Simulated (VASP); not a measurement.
# NaH (Fm-3m) in VASP: further runs

NaH is run at these levels: PBE; tasks: single point, relaxation of cell and atoms.

Everything below comes from runs of VASP 6.6.1. Logs are shortened: lines on timing, memory, paths and dates and some standing lists are left out, and cuts for length are marked.

### Step 1. The cell of the first run

Symmetry: Fm-3m, No. 225, cubic system. The conventional cell has a = 4.925 Å, b = 4.925 Å, c = 4.925 Å, α = 90.00°, β = 90.00°, γ = 90.00°. Within 3.3 Å of Na (site symmetry m-3m) lie 6 H at 2.46 Å. Within 3.3 Å of H (site symmetry m-3m) lie 6 Na at 2.46 Å.

### Step 2. Single point, PBE (volume scaled by 1.06)

Input file INCAR:

```
ALGO     = Normal         # electronic algorithm
EDIFF    = 1E-6           # SCF threshold, eV
ENCUT    = 500            # plane-wave cutoff, eV
GGA      = PE             # functional
GGA_COMPAT= False        
ISIF     = 2              # what is computed and relaxed
ISMEAR   = 0              # smearing method
LASPH    = True           # aspherical terms in the spheres
LCHARG   = False          # write CHGCAR
LREAL    = False          # projectors in reciprocal space
LWAVE    = False          # write WAVECAR
NBANDS   = 11             # bands
NELM     = 120            # most SCF steps
PREC     = Accurate       # precision mode
SIGMA    = 0.02           # smearing width, eV
```

Input file KPOINTS:

```
k-points
0
Gamma
  8 8 8
```

Input file POSCAR:

```
NaH
1.0
    0.0000000000      2.4624688420      2.4624688420
    2.4624688420      0.0000000000      2.4624688420
    2.4624688420      2.4624688420      0.0000000000
Na H
1 1
Direct
    0.0000000000      0.0000000000      0.0000000000
    0.5000000000      0.5000000000      0.5000000000
```

Potentials or basis: VASP PAW PBE potentials, release 64 (Na_pv, H).

Started as:

```sh
> cat potpaw_PBE.64/Na_pv/POTCAR potpaw_PBE.64/H/POTCAR > POTCAR
> mpirun -np 1 vasp_std > vasp.out
```

OUTCAR:

```text
EDIFF = 1E-6
   ENCUT = 500
   GGA = PE
   ISIF = 2
   ISMEAR = 0
   LASPH = True
   LREAL = False
   NELM = 120
   PREC = Accurate

 ion  position               nearest neighbor table
   1  0.000  0.000  0.000-
   2  0.500  0.500  0.500-

  LATTYP: Found a face centered cubic cell.
 ALAT       =     4.9249376840

  Lattice vectors:

 A1 = (   0.0000000000,   2.4624688420,   2.4624688420)
 A2 = (   2.4624688420,   0.0000000000,   2.4624688420)
 A3 = (   2.4624688420,   2.4624688420,   0.0000000000)

Analysis of symmetry for initial positions (statically):
=====================================================================
 Subroutine PRICEL returns:
 Original cell was already a primitive cell.

 Routine SETGRP: Setting up the symmetry group for a
 face centered cubic supercell.

 Subroutine GETGRP returns: Found 48 space group operations
 (whereof 48 operations were pure point group operations)
 out of a pool of 48 trial point group operations.

The static configuration has the point symmetry O_h .

Analysis of symmetry for dynamics (positions and initial velocities):
=====================================================================
 Subroutine PRICEL returns:
 Original cell was already a primitive cell.

 Routine SETGRP: Setting up the symmetry group for a
 face centered cubic supercell.

 Subroutine GETGRP returns: Found 48 space group operations
 (whereof 48 operations were pure point group operations)
 out of a pool of 48 trial point group operations.

The dynamic configuration has the point symmetry O_h .

 Subroutine INISYM returns: Found 48 space group operations
 (whereof 48 operations are pure point group operations),
 and found     1 'primitive' translations

----------------------------------------------------------------------------------------

                                     Primitive cell

  volume of cell :      29.8636

  direct lattice vectors                    reciprocal lattice vectors
     0.000000000  2.462468842  2.462468842    -0.203048254  0.203048254  0.203048254
     2.462468842  0.000000000  2.462468842     0.203048254 -0.203048254  0.203048254
     2.462468842  2.462468842  0.000000000     0.203048254  0.203048254 -0.203048254

  length of vectors
     3.482456833  3.482456833  3.482456833     0.351689893  0.351689893  0.351689893

  position of ions in fractional coordinates (direct lattice)
     0.000000000  0.000000000  0.000000000
     0.500000000  0.500000000  0.500000000

  ion indices of the primitive-cell ions
   primitive index   ion index
                 1           1
                 2           2

----------------------------------------------------------------------------------------

 KPOINTS: k-points

Automatic generation of k-mesh.
 Grid dimensions read from file:
 generate k-points for:    8    8    8

 Generating k-lattice:

  Cartesian coordinates                     Fractional coordinates (reciprocal lattice)
    -0.025381032  0.025381032  0.025381032     0.125000000  0.000000000  0.000000000
     0.025381032 -0.025381032  0.025381032     0.000000000  0.125000000  0.000000000
     0.025381032  0.025381032 -0.025381032     0.000000000  0.000000000  0.125000000

  Length of vectors
     0.043961237  0.043961237  0.043961237

  Shift w.r.t. Gamma in fractional coordinates (k-lattice)
     0.000000000  0.000000000  0.000000000

 Subroutine IBZKPT returns following result:
 ===========================================

 Found     29 irreducible k-points:

 Following reciprocal coordinates:
            Coordinates               Weight
  0.000000  0.000000  0.000000      1.000000
  0.125000  0.000000  0.000000      8.000000
  0.250000  0.000000  0.000000      8.000000
  0.375000  0.000000  0.000000      8.000000
  0.500000  0.000000  0.000000      4.000000
  0.125000  0.125000  0.000000      6.000000
[... 16 lines left out ...]
  0.500000  0.250000  0.125000     48.000000
 -0.375000  0.250000  0.125000     24.000000
 [... further k-points ...]
   k-points           NKPTS =     29   k-points in BZ     NKDIM =     29   number of bands    NBANDS=     11
   number of dos      NEDOS =    301   number of ions     NIONS =      2
   total plane-waves  NPLWV =  21952
   dimension x,y,z NGX =    28 NGY =   28 NGZ =   28
   dimension x,y,z NGXF=    56 NGYF=   56 NGZF=   56
   ions per type =               1   1
   NGX,Y,Z   is equivalent  to a cutoff of  13.37, 13.37, 13.37 a.u.
   NGXF,Y,Z  is equivalent  to a cutoff of  26.73, 26.73, 26.73 a.u.
 SYSTEM =  unknown system
   PREC   = accura    normal or accurate (medium, high low for compatibility)
   ISTART =      0    job   : 0-new  1-cont  2-samecut
   ICHARG =      2    charge: 1-file 2-atom 10-const
   ISPIN  =      1    spin polarized calculation?
   LNONCOLLINEAR =      F non collinear calculations
   LSORBIT =      F    spin-orbit coupling
   LASPH  =      T    aspherical Exc in radial PAW
[... 55 lines left out ...]
 fundamental gap:      3.6663847251
 Fermi energy:        -1.0561735918

 k-point     1 :       0.0000    0.0000    0.0000
  band No.  band energies     occupation
      1     -23.4928      2.00000
      2     -23.4928      2.00000
      3     -23.4928      2.00000
      4      -4.7477      2.00000
      5       8.6415      0.00000
      6      13.8962      0.00000
      7      13.8962      0.00000
      8      13.8962      0.00000
      9      14.6201      0.00000
     10      14.6201      0.00000
     11      14.6201      0.00000

 k-point     2 :       0.1250    0.0000    0.0000
  band No.  band energies     occupation
      1     -23.5042      2.00000
      2     -23.4942      2.00000
      3     -23.4942      2.00000
      4      -4.4916      2.00000
      5       7.8323      0.00000
      6      11.3239      0.00000
      7      13.0703      0.00000
      8      13.0703      0.00000
      9      15.6528      0.00000
     10      15.6528      0.00000
     11      15.7448      0.00000

 k-point     3 :       0.2500    0.0000    0.0000
  band No.  band energies     occupation
      1     -23.5314      2.00000
      2     -23.4975      2.00000
      3     -23.4975      2.00000
      4      -3.7638      2.00000
      5       5.6747      0.00000
      6       9.8546      0.00000
      7      12.3168      0.00000
      8      12.3168      0.00000
      9      15.5985      0.00000
     10      15.5985      0.00000
     11      16.8584      0.00000

 k-point     4 :       0.3750    0.0000    0.0000
  band No.  band energies     occupation
      1     -23.5584      2.00000
      2     -23.5009      2.00000
      3     -23.5009      2.00000
      4      -2.7449      2.00000
      5       3.4429      0.00000
      6       9.2729      0.00000
      7      11.8857      0.00000
      8      11.8857      0.00000
      9      14.7914      0.00000
     10      14.7914      0.00000
     11      17.0603      0.00000

 k-point     5 :       0.5000    0.0000    0.0000
  band No.  band energies     occupation
      1     -23.5694      2.00000
      2     -23.5022      2.00000
      3     -23.5022      2.00000
      4      -2.1145      2.00000
      5       2.3788      0.00000
      6       9.1102      0.00000
      7      11.7482      0.00000
      8      11.7482      0.00000
      9      14.4843      0.00000
     10      14.4843      0.00000
     11      16.9117      0.00000
[... 211 lines left out ...]
 k-point    21 :       0.5000    0.5000    0.0000
  band No.  band energies     occupation
      1     -23.5615      2.00000
      2     -23.5192      2.00000
      3     -23.5191      2.00000
      4      -1.4518      2.00000
      5       3.2413      0.00000
      6       8.5355      0.00000
      7       9.0403      0.00000
      8       9.0403      0.00000
      9       9.9063      0.00000
     10      21.5712      0.00000
     11      23.4843      0.00000

 k-point    22 :       0.3750    0.2500    0.1250
  band No.  band energies     occupation
      1     -23.5377      2.00000
      2     -23.5110      2.00000
      3     -23.5020      2.00000
      4      -3.1753      2.00000
      5       5.3256      0.00000
      6       7.7102      0.00000
      7      10.5658      0.00000
      8      13.3896      0.00000
      9      13.5698      0.00000
     10      16.0771      0.00000
     11      18.6171      0.00000

 k-point    23 :       0.5000    0.2500    0.1250
  band No.  band energies     occupation
      1     -23.5518      2.00000
      2     -23.5189      2.00000
      3     -23.5061      2.00000
      4      -2.2744      2.00000
      5       3.9363      0.00000
      6       6.5744      0.00000
      7       9.7096      0.00000
      8      13.1623      0.00000
      9      14.4845      0.00000
     10      16.3839      0.00000
     11      18.4357      0.00000

 k-point    24 :      -0.3750    0.2500    0.1250
  band No.  band energies     occupation
      1     -23.5579      2.00000
      2     -23.5213      2.00000
      3     -23.5084      2.00000
      4      -1.7532      2.00000
      5       3.1359      0.00000
      6       6.3146      0.00000
      7       9.3606      0.00000
      8      13.0935      0.00000
      9      14.3410      0.00000
     10      17.4420      0.00000
     11      19.4721      0.00000

 [... further k-points ...]
[... 5 lines left out ...]
  --------------------------------------------------------------------------------------
  -------------------------------------------------------------------------------------
  Total       -0.2365841     -0.2365841     -0.2365841      0.0000000      0.0000000      0.0000000
  in kB      -12.6926981    -12.6926981    -12.6926981      0.0000000      0.0000000      0.0000000
  external PRESSURE =     -12.6926981 kB  Pullay stress =       0.0000000 kB

 VOLUME and BASIS-vectors are now :
 -----------------------------------------------------------------------------
  energy-cutoff  :      500.00
  volume of cell :       29.86
      direct lattice vectors                 reciprocal lattice vectors
     0.000000000  2.462468842  2.462468842    -0.203048254  0.203048254  0.203048254
     2.462468842  0.000000000  2.462468842     0.203048254 -0.203048254  0.203048254
     2.462468842  2.462468842  0.000000000     0.203048254  0.203048254 -0.203048254

 POSITION                                       TOTAL-FORCE (eV/Angst)
 -----------------------------------------------------------------------------------
      0.00000      0.00000      0.00000        -0.000000      0.000000     -0.000000
      2.46247      2.46247      2.46247         0.000000     -0.000000      0.000000
 -----------------------------------------------------------------------------------
    total drift:                               -0.000000     -0.000000     -0.000000

  FREE ENERGIE OF THE ION-ELECTRON SYSTEM (eV)
  ---------------------------------------------------
  free  energy   TOTEN  =        -5.0812852946 eV

  energy  without entropy=       -5.0812852946  energy(sigma->0) =       -5.08128529
```

It took 16 s on 1 thread of Intel Xeon 8259CL, shared host; peak memory 0.15 GiB.

What came out:

- Free energy: -5.0813 eV
- Pressure: -1.3 GPa
- Band gap on the k mesh: 3.67 eV, indirect (least direct gap 4.49 eV)

Caveat: the cell differs from its parent crystal (volume scaled by 1.06). A k mesh can miss the band edges.

### Step 3. Single point, PBE (volume scaled by 1.10)

Input file INCAR:

```
SYSTEM = NaH
  ALGO = Normal
  EDIFF = 1E-6
  ENCUT = 500
  GGA = PE
  GGA_COMPAT = .False.
  ISIF = 2
  ISMEAR = 0
  LASPH = .True.
  LCHARG = .True.
  LELF = .True.
  LREAL = .False.
  LVHAR = .True.
  LWAVE = .False.
  NBANDS = 11
  NELM = 120
  PREC = Accurate
  SIGMA = 0.02
```

Input file KPOINTS:

```
k-points
0
Gamma
  8 8 8
  0 0 0
```

Input file POSCAR:

```
NaH
1.0
    0.0000000000      2.4930616452      2.4930616452
    2.4930616452      0.0000000000      2.4930616452
    2.4930616452      2.4930616452      0.0000000000
Na H
1 1
Direct
    0.0000000000      0.0000000000      0.0000000000
    0.5000000000      0.5000000000      0.5000000000
```

Potentials or basis: VASP PAW PBE potentials, release 64 (Na_pv, H).

Started as:

```sh
> cat potpaw_PBE.64/Na_pv/POTCAR potpaw_PBE.64/H/POTCAR > POTCAR
> mpirun -np 1 vasp_std > vasp.out
```

Run time: 18 s. Hardware: 1 thread of Intel Xeon 8259CL, shared host; peak memory 0.15 GiB.

Results (log left out):

```
Free energy            : -5.0707 eV
Pressure               : -1.9 GPa
Band gap on the k mesh : 3.61 eV, indirect (least direct gap 4.41 eV)
```

Levels at points of the mesh, in eV from the valence-band top:
| k point | band 1 | band 2 | band 3 | band 4 | band 5 | band 6 | band 7 | band 8 | band 9 |
| --- | --- | --- | --- | --- | --- | --- | --- | --- | --- |
| (0.00, 0.00, 0.00) | -22.27 | -22.27 | -22.27 | -3.36 | 9.62 | 14.92 | 14.92 | 14.92 | 15.56 |
| (0.50, 0.00, 0.00) | -22.34 | -22.28 | -22.28 | -0.81 | 3.61 | 10.16 | 12.81 | 12.81 | 15.39 |
| (0.50, 0.50, 0.00) | -22.34 | -22.30 | -22.30 | -0.16 | 4.46 | 9.69 | 10.11 | 10.11 | 10.84 |

Caveat: the cell differs from its parent crystal (volume scaled by 1.10).

### Step 4. Relaxation of cell and atoms, PBE

This run uses another cell than the first one, of 13.99 Å³/atom, 0.937 times its volume.

Input file INCAR:

```
PREC     = Accurate       # precision mode
ENCUT    = 500            # plane-wave cutoff, eV
EDIFF    = 1E-7           # SCF threshold, eV
ISMEAR   = 0              # smearing method
SIGMA    = 0.02           # smearing width, eV
LREAL    = False          # projectors in reciprocal space
LASPH    = True           # aspherical terms in the spheres
NELM     = 120            # most SCF steps
ALGO     = Normal         # electronic algorithm
ISIF     = 3              # what is computed and relaxed
LWAVE    = False          # write WAVECAR
LCHARG   = False          # write CHGCAR
GGA      = PE             # functional
IBRION   = 2              # ionic algorithm
NSW      = 100            # ionic steps
EDIFFG   = -0.01          # ionic threshold
GGA_COMPAT= False        
NELMIN   = 4
```

Input file KPOINTS:

```
Automatic mesh
0
Gamma
  8 8 8
```

Input file POSCAR:

```
NaH
1.0
    0.0000000000      2.4092989579      2.4092989579
    2.4092989579      0.0000000000      2.4092989579
    2.4092989579      2.4092989579      0.0000000000
Na H
1 1
Direct
    0.0000000000      0.0000000000      0.0000000000
    0.5000000000      0.5000000000      0.5000000000
```

Started as:

```sh
> cat potpaw_PBE.64/Na_pv/POTCAR potpaw_PBE.64/H/POTCAR > POTCAR
> mpirun -np 1 vasp_std > vasp.out
```

Run time: 17 s. Hardware: 1 thread of Intel Xeon 8259CL, shared host; peak memory 0.15 GiB.

It converged, with:

```
Free energy                            : -5.0873 eV
Relaxed volume                         : 14.01 Å³/atom
Relaxed cell                           : a = 3.409 Å, b = 3.409 Å, c = 3.409 Å, α = 60.00°, β = 60.00°, γ = 60.00°
Space group after relaxing (to 0.05 Å) : Fm-3m (No. 225)
Energy gained by relaxing              : 0.0 meV/atom
Ionic steps                            : 2
Pressure after relaxing                : 0.1 GPa
Band gap on the k mesh                 : 3.77 eV, indirect (least direct gap 4.63 eV)
```

Final structure:
```
CELL_PARAMETERS angstrom
0.00000 2.41056 2.41056
2.41056 0.00000 2.41056
2.41056 2.41056 0.00000
ATOMIC_POSITIONS crystal
Na 0.00000 0.00000 0.00000
H 0.50000 0.50000 0.50000
```

Levels at points of the mesh, in eV from the valence-band top:
```tsv
k point	band 2	band 3	band 4	band 5	band 6	band 7
(0.00, 0.00, 0.00)	-22.09	-22.09	-3.64	10.48	15.65	15.65
(0.50, 0.00, 0.00)	-22.10	-22.10	-0.86	3.77	10.83	13.43
(0.50, 0.50, 0.00)	-22.12	-22.12	-0.18	4.65	10.06	10.72
```

A k mesh can miss the band edges. As with any semilocal functional, this PBE gap is likely too small.

### Step 5. Single point, PBE

This run uses another cell than the first one: it holds 4 atoms, not 2.

Input file INCAR:

```
SYSTEM = NaH
PREC = Accurate
ENCUT = 500
EDIFF = 1E-6
ISMEAR = 0
SIGMA = 0.1
LREAL = .FALSE.
LASPH = .TRUE.
NELM = 120
ALGO = Normal
ISIF = 2
LWAVE = .FALSE.
LCHARG = .TRUE.
GGA = PE
LELF = .TRUE.
LVHAR = .TRUE.
NBANDS = 16
GGA_COMPAT = .FALSE.
```

Input file KPOINTS:

```
Automatic mesh
0
G
  6 6 6
  0 0 0
```

Input file POSCAR:

```
NaH
1.0
    0.0000000000      2.4151018777      2.4151018777
    2.4151018777      2.4151018777      0.0000000000
   -2.4151018777      4.8302037554     -2.4151018777
Na H
2 2
Direct
    0.5000000000      0.5000000000      0.5000000000
    0.0000000000      0.0000000000      0.0000000000
    0.7500000000      0.7500000000      0.7500000000
    0.2500000000      0.2500000000      0.2500000000
```

Started as:

```sh
> cat potpaw_PBE.64/Na_pv/POTCAR potpaw_PBE.64/H/POTCAR > POTCAR
> mpirun -np 1 vasp_std > vasp.out
```

It took 44 s on 1 thread of Intel Xeon 8259CL, shared host; peak memory 0.18 GiB.

Results (log left out):

```
Free energy            : -10.1748 eV
Pressure               : 0.0 GPa
Band gap on the k mesh : 3.81 eV
```

Levels at points of the mesh, in eV from the valence-band top:
```
           k point  band 6  band 7  band 8  band 9  band 10  band 11
(0.00, 0.00, 0.00)  -22.05   -3.58   -0.81    3.81    10.48    10.84
(0.50, 0.00, 0.00)  -22.08   -0.58   -0.58    5.10     5.10     7.83
(0.50, 0.50, 0.00)  -22.07   -0.81   -0.13    3.81     4.69    10.08
(0.00, 0.00, 0.50)  -22.06   -2.54   -2.54    7.28     7.28    11.58
```

A k mesh can miss the band edges. Expect the measured gap to be larger: semilocal functionals such as PBE lack the derivative discontinuity.

### Step 6. The runs side by side

| task | cell | k mesh | smearing | gap on the mesh (eV) | pressure (GPa) |
| --- | --- | --- | --- | --- | --- |
| single point | a = 3.482 Å, angles 60.0°, 2 atoms | 8 × 8 × 8 | gaussian 0.02 eV | 3.67 | -1.3 |
| single point | a = 3.526 Å, angles 60.0°, 2 atoms | 8 × 8 × 8 | gaussian 0.02 eV | 3.61 | -1.9 |
| relaxation of cell and atoms | relaxed from a = 3.407 Å, angles 60.0°, 2 atoms | 8 × 8 × 8 | gaussian 0.02 eV | 3.77 | 0.1 |
| single point | a = 3.415, b = 3.415, c = 5.916 Å, angles 73.2, 73.2, 60.0°, 4 atoms | 6 × 6 × 6 | gaussian 0.1 eV | 3.81 | 0.0 |

Alike in all rows: level PBE; potentials or basis VASP PAW PBE potentials, release 64 (Na_pv, H); no spin polarisation; cutoff (eV) 500.

Total energies depend on the potentials used, so only differences within one code and one set of settings carry meaning.
